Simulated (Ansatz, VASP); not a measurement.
## Two plane-wave programs on Cu

```xyz
1
Lattice="-1.4754 1.4754 1.3794 1.4754 -1.4754 1.3794 1.4754 1.4754 -1.3794" Properties=species:S:1:pos:R:3 pbc="T T T"
Cu    0.0000    0.0000    0.0000
```

Alike in both runs: functional PBE; k mesh 20 × 20 × 20; occupations gaussian, width 0.1 eV; no spin polarisation.

Ansatz relaxed the structure, and its values are those at the end. VASP's run is a single point on that final structure, the one shown.

```csv
,VASP,Ansatz
version,VASP 6.6.1,Ansatz 0.2.0
potentials or method,"VASP PAW PBE potentials, release 64 (Cu), cutoff 520 eV","scalar-relativistic, plane waves, PAW"
valence electrons in the cell,11,19
```

Ansatz gave:

- gap on the k mesh at the Fermi level (eV): none
- pressure (GPa): 0.0

Problem. Which values does VASP return?

Solution. gap on the k mesh at the Fermi level (eV): none; pressure (GPa): 0.6.

A gap of «none» marks a metal or a gap that the smearing closes. VASP's potentials hold 11 valence electrons a cell and Ansatz's 19, so a difference there can come from the potentials and not from the codes.
